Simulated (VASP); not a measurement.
# C (P-6m2) in VASP: further runs, part 2 of 2

VASP 6.6.1. Earlier steps stand in the parts before.

## 4. Single point, PBE

This run uses another cell than the first one, of 5.70 Å³/atom.

Input file INCAR:

```
PREC = Accurate
ENCUT = 520
EDIFF = 1E-6
ISMEAR = 0
SIGMA = 0.02
LREAL = F
LASPH = T
NELM = 60
ALGO = Normal
ISIF = 2
LWAVE = F
LCHARG = F
GGA = PE
NBANDS = 36
```

Input file KPOINTS:

```
regular mesh
0
Gamma
  12 12 2
```

Input file POSCAR:

```
C
1.0
    2.5158838889      0.0000000000      0.0000000000
   -1.2579419445      2.1788193608      0.0000000000
    0.0000000000      0.0000000000     12.4852973566
C
12
Direct
    0.0000000000      0.0000000000      0.6046713171
    0.0000000000      0.0000000000      0.2697902782
    0.6666666667      0.3333333333      0.4372865071
    0.6666666667      0.3333333333      0.7718734735
    0.6666666667      0.3333333333      0.1044579664
    0.3333333333      0.6666666667      0.9371642053
    0.0000000000      0.0000000000      0.3953286829
    0.0000000000      0.0000000000      0.7302097218
    0.6666666667      0.3333333333      0.2281265265
    0.6666666667      0.3333333333      0.5627134929
    0.6666666667      0.3333333333      0.8955420336
    0.3333333333      0.6666666667      0.0628357947
```

Command:

```console
$ cat potpaw_PBE.64/C/POTCAR > POTCAR
$ mpirun -np 1 vasp_std > vasp.out
```

It took 58 s on 1 thread of Intel Xeon 6975P-C (Granite Rapids), shared host; peak memory 0.21 GiB.

Results (log left out):

```yaml
Free_energy: -108.9417 eV
Pressure: 0.6 GPa
Largest_force: 0.005 eV/Å
Band_gap_on_the_k_mesh: 4.24 eV (least direct gap 5.17 eV)
```

Forces on the atoms (eV/Å):
```
C    0.000  0.000  0.004
C    0.000  0.000  0.005
C    0.000  0.000  0.004
C    0.000  0.000 -0.001
C    0.000  0.000 -0.001
C    0.000  0.000  0.004
C    0.000  0.000 -0.004
C    0.000  0.000 -0.005
C    0.000  0.000  0.001
C    0.000  0.000 -0.004
C    0.000  0.000  0.001
C    0.000  0.000 -0.004
```

Stress tensor (GPa, compression positive):
```
0.67 0.00 0.00
0.00 0.67 0.00
0.00 0.00 0.58
```

Levels at points of the mesh, in eV from the valence-band top:
| k point | band 22 | band 23 | band 24 | band 25 | band 26 | band 27 |
| --- | --- | --- | --- | --- | --- | --- |
| (0.00, 0.00, 0.00) | -0.31 | 0.00 | 0.00 | 5.17 | 5.17 | 5.42 |
| (0.50, 0.00, 0.00) | -4.13 | -4.11 | -3.01 | 4.55 | 5.17 | 5.18 |
| (0.00, 0.00, 0.50) | -0.36 | -0.28 | -0.28 | 5.45 | 5.45 | 5.63 |
| (0.50, 0.00, 0.50) | -3.84 | -3.34 | -3.33 | 4.69 | 4.72 | 5.62 |

A k mesh can miss the band edges.

## 5. Relaxation of cell and atoms, PBE

Input file INCAR:

```
  ALGO = Normal
  EDIFF = 1E-6
  EDIFFG = -0.04
  ENCUT = 600
  GGA = PE
  IBRION = 2
  ISIF = 3
  ISMEAR = 0
  LASPH = T
  LCHARG = F
  LREAL = F
  LWAVE = F
  NELM = 100
  NSW = 90
  PREC = Accurate
  SIGMA = 0.1
```

Input file KPOINTS:

```
k-points
0
Gamma
  6 6 2
```

Input file POSCAR:

```
C
1.0
    2.5072491800      0.0000000000      0.0000000000
   -1.2536245900      2.1713414800      0.0000000000
    0.0000000000      0.0000000000     11.8962399700
C
12
Direct
    0.0000000000      0.0000000000      0.6018037600
    0.0000000000      0.0000000000      0.2706021100
    0.6666666700      0.3333333300      0.4360286100
    0.6666666700      0.3333333300      0.7676992500
    0.6666666700      0.3333333300      0.1023718800
    0.3333333300      0.6666666700      0.9359094000
    0.0000000000      0.0000000000      0.3981962400
    0.0000000000      0.0000000000      0.7293978900
    0.6666666700      0.3333333300      0.2323007500
    0.6666666700      0.3333333300      0.5639713900
    0.6666666700      0.3333333300      0.8976281200
    0.3333333300      0.6666666700      0.0640906000
```

Command:

```console
$ cat potpaw_PBE.64/C/POTCAR > POTCAR
$ mpirun -np 1 vasp_std > vasp.out
```

Wall time 2.8 min (1 thread of Intel Xeon 6975P-C (Granite Rapids), shared host); peak memory 0.18 GiB.

It converged, with:

```
Free energy                           : -108.9230 eV
Relaxed volume                        : 5.71 Å³/atom
Relaxed cell                          : a = 2.516 Å, b = 2.516 Å, c = 12.486 Å, α = 90.00°, β = 90.00°, γ = 120.00°
Space group after relaxing (to 0.1 Å) : P-6m2 (No. 187)
Energy gained by relaxing             : 76.1 meV/atom
Ionic steps                           : 13
Pressure after relaxing               : 0.0 GPa
Largest force after relaxing          : 0.009 eV/Å
Band gap on the k mesh                : 4.25 eV (least direct gap 5.17 eV)
```

Forces in eV/Å, atoms in the order of the input:
```
C    0.000  0.000  0.007
C    0.000  0.000 -0.001
C    0.000  0.000 -0.009
C    0.000  0.000  0.001
C    0.000  0.000  0.008
C    0.000  0.000  0.001
C    0.000  0.000 -0.007
C    0.000  0.000  0.001
C    0.000  0.000 -0.001
C    0.000  0.000  0.009
C    0.000  0.000 -0.008
C    0.000  0.000 -0.001
```

Step by step:
| step | energy change (eV) | largest force (eV/Å) | pressure (GPa) | volume (Å³) |
| --- | --- | --- | --- | --- |
| 1 | 0.0000 | 2.3630 | 27.85 | 64.76 |
| 2 | 1.4240 | 5.6722 | -26.79 | 73.76 |
| 3 | -0.8231 | 1.1852 | 2.78 | 68.08 |
| 4 | -0.8265 | 1.0307 | 3.97 | 67.90 |
| 5 | -0.6965 | 1.1982 | -8.21 | 70.06 |
| 6 | -0.9068 | 0.1657 | -1.31 | 68.68 |
| 7 | -0.9068 | 0.1875 | -1.17 | 68.66 |
| 8 | -0.9101 | 0.1454 | 0.83 | 68.34 |
| 9 | -0.9102 | 0.1352 | 0.59 | 68.38 |
| 10 | -0.9121 | 0.0679 | 0.45 | 68.40 |
| 11 | -0.9122 | 0.0996 | 0.42 | 68.40 |
| 12 | -0.9123 | 0.0823 | -0.33 | 68.52 |
| 13 | -0.9127 | 0.0095 | 0.01 | 68.47 |

Final structure:
```yaml
crystal:
  lattice:
    - [2.51636, 0.00000, 0.00000]
    - [-1.25818, 2.17924, 0.00000]
    - [0.00000, 0.00000, 12.48583]
  atoms:
    - { symbol: C, position: [0.00000, 0.00000, 0.60464] }
    - { symbol: C, position: [0.00000, 0.00000, 0.26979] }
    - { symbol: C, position: [0.66667, 0.33333, 0.43730] }
    - { symbol: C, position: [0.66667, 0.33333, 0.77185] }
    - { symbol: C, position: [0.66667, 0.33333, 0.10444] }
    - { symbol: C, position: [0.33333, 0.66667, 0.93715] }
    - { symbol: C, position: [0.00000, 0.00000, 0.39536] }
    - { symbol: C, position: [0.00000, 0.00000, 0.73021] }
    - { symbol: C, position: [0.66667, 0.33333, 0.22815] }
    - { symbol: C, position: [0.66667, 0.33333, 0.56270] }
    - { symbol: C, position: [0.66667, 0.33333, 0.89556] }
    - { symbol: C, position: [0.33333, 0.66667, 0.06285] }
```

Levels at points of the mesh, in eV from the valence-band top:
```csv
k point,band 22,band 23,band 24,band 25,band 26,band 27
"(0.00, 0.00, 0.00)",-0.30,0.00,0.00,5.17,5.17,5.41
"(0.50, 0.00, 0.00)",-4.13,-4.11,-3.01,4.54,5.17,5.18
"(0.00, 0.00, 0.50)",-0.36,-0.28,-0.28,5.45,5.45,5.63
"(0.50, 0.00, 0.50)",-3.83,-3.34,-3.33,4.69,4.71,5.62
```

Caveat: the k points lie up to 0.48 Å⁻¹ apart in the final cell. A k mesh can miss the band edges.

## 6. Relaxation of cell and atoms, PBE

This run uses another cell than the first one, of 5.70 Å³/atom.

Input file INCAR:

```
SYSTEM = C
  PREC = Accurate
  ENCUT = 600
  EDIFF = 1E-6
  ISMEAR = 0
  SIGMA = 0.02
  LREAL = .False.
  LASPH = .True.
  NELM = 60
  ALGO = Normal
  ISIF = 3
  LWAVE = .False.
  LCHARG = .False.
  GGA = PE
  IBRION = 2
  NSW = 100
  EDIFFG = -0.01
```

Input file KPOINTS:

```
regular mesh
0
Gamma
  12 12 2
  0 0 0
```

Input file POSCAR:

```
C
1.0
    2.5161055004      0.0000000000      0.0000000000
   -1.2580527502      2.1790112820      0.0000000000
    0.0000000000      0.0000000000     12.4835207959
C
12
Direct
    0.0000000000      0.0000000000      0.6046647595
    0.0000000000      0.0000000000      0.2697814916
    0.6666666667      0.3333333333      0.4372782732
    0.6666666667      0.3333333333      0.7718673020
    0.6666666667      0.3333333333      0.1044501461
    0.3333333333      0.6666666667      0.9371574869
    0.0000000000      0.0000000000      0.3953352405
    0.0000000000      0.0000000000      0.7302185084
    0.6666666667      0.3333333333      0.2281326980
    0.6666666667      0.3333333333      0.5627217268
    0.6666666667      0.3333333333      0.8955498539
    0.3333333333      0.6666666667      0.0628425131
```

Potentials or basis: VASP PAW PBE potentials, release 64 (C).

Command:

```console
$ cat potpaw_PBE.64/C/POTCAR > POTCAR
$ mpirun -np 1 vasp_std > vasp.out
```

It took 99 s on 1 thread of Intel Xeon 6975P-C (Granite Rapids), shared host; peak memory 0.21 GiB.

It converged, with:

| Quantity | Value |
| --- | --- |
| Free energy | -108.9699 eV |
| Energy gained by relaxing | 0.0 meV/atom |
| Ionic steps | 3 |
| Pressure after relaxing | 0.0 GPa |
| Band gap on the k mesh | 4.24 eV (least direct gap 5.16 eV) |

Forces on the atoms (eV/Å):
```
C    0.000  0.000 -0.003
C    0.000  0.000  0.000
C    0.000  0.000 -0.002
C    0.000  0.000 -0.003
C    0.000  0.000 -0.002
C    0.000  0.000 -0.001
C    0.000  0.000  0.003
C    0.000  0.000  0.000
C    0.000  0.000  0.003
C    0.000  0.000  0.002
C    0.000  0.000  0.002
C    0.000  0.000  0.001
```

Final structure:
```cif
data_structure
_symmetry_space_group_name_H-M 'P 1'
_symmetry_Int_Tables_number 1
_cell_length_a 2.5159
_cell_length_b 2.5159
_cell_length_c 12.4843
_cell_angle_alpha 90.000
_cell_angle_beta 90.000
_cell_angle_gamma 120.000
_cell_volume 68.44
loop_
_atom_site_label
_atom_site_type_symbol
_atom_site_fract_x
_atom_site_fract_y
_atom_site_fract_z
_atom_site_occupancy
C1 C 0.00000 0.00000 0.60468 1
C2 C 0.00000 0.00000 0.26980 1
C3 C 0.66667 0.33333 0.43729 1
C4 C 0.66667 0.33333 0.77187 1
C5 C 0.66667 0.33333 0.10446 1
C6 C 0.33333 0.66667 0.93717 1
C7 C 0.00000 0.00000 0.39532 1
C8 C 0.00000 0.00000 0.73020 1
C9 C 0.66667 0.33333 0.22813 1
C10 C 0.66667 0.33333 0.56271 1
C11 C 0.66667 0.33333 0.89554 1
C12 C 0.33333 0.66667 0.06283 1
```

Levels at points of the mesh, in eV from the valence-band top:
```tsv
k point	band 21	band 22	band 23	band 24	band 25	band 26	band 27	band 28
(0.00, 0.00, 0.00)	-1.01	-0.31	0.00	0.00	5.16	5.16	5.42	6.31
(0.50, 0.00, 0.00)	-4.27	-4.13	-4.11	-3.01	4.54	5.17	5.18	6.26
(0.00, 0.00, 0.50)	-0.36	-0.36	-0.28	-0.28	5.45	5.45	5.63	5.63
(0.50, 0.00, 0.50)	-4.70	-3.84	-3.34	-3.33	4.69	4.71	5.62	5.95
```

A k mesh can miss the band edges.

## 7. The runs side by side

```tsv
task	cell	k mesh	cutoff (eV)	smearing	gap on the mesh (eV)	pressure (GPa)	relaxed volume (Å³/atom)	largest force (eV/Å)
single point	a = 2.507, b = 2.507, c = 11.896 Å, angles 90.0, 90.0, 120.0°, 12 atoms, atomic positions A	6 × 6 × 2	520	gaussian 0.1 eV	3.52	28.6	-	2.36
single point	a = 2.516, b = 2.516, c = 12.484 Å, angles 90.0, 90.0, 120.0°, 12 atoms, atomic positions B	6 × 6 × 2	520	gaussian 0.1 eV	4.25	0.7	-	-
single point	a = 2.516, b = 2.516, c = 12.485 Å, angles 90.0, 90.0, 120.0°, 12 atoms, atomic positions B	12 × 12 × 2	520	gaussian 0.02 eV	4.24	0.6	-	-
relaxation of cell and atoms	relaxed from a = 2.507, b = 2.507, c = 11.896 Å, angles 90.0, 90.0, 120.0°, 12 atoms, atomic positions A	6 × 6 × 2	600	gaussian 0.1 eV	4.25	0.0	5.71	0.01
relaxation of cell and atoms	relaxed from a = 2.516, b = 2.516, c = 12.484 Å, angles 90.0, 90.0, 120.0°, 12 atoms, atomic positions B	12 × 12 × 2	600	gaussian 0.02 eV	4.24	0.0	5.70	-
```

Alike in all rows: level PBE; potentials or basis VASP PAW PBE potentials, release 64 (C); no spin polarisation.

Caveats: some runs use coarse meshes; forces of over 1 eV/Å act on the atoms, so gaps and moduli don't describe the material at rest (at least some runs).

Total energies depend on the potentials used, so only differences within one code and one set of settings carry meaning.
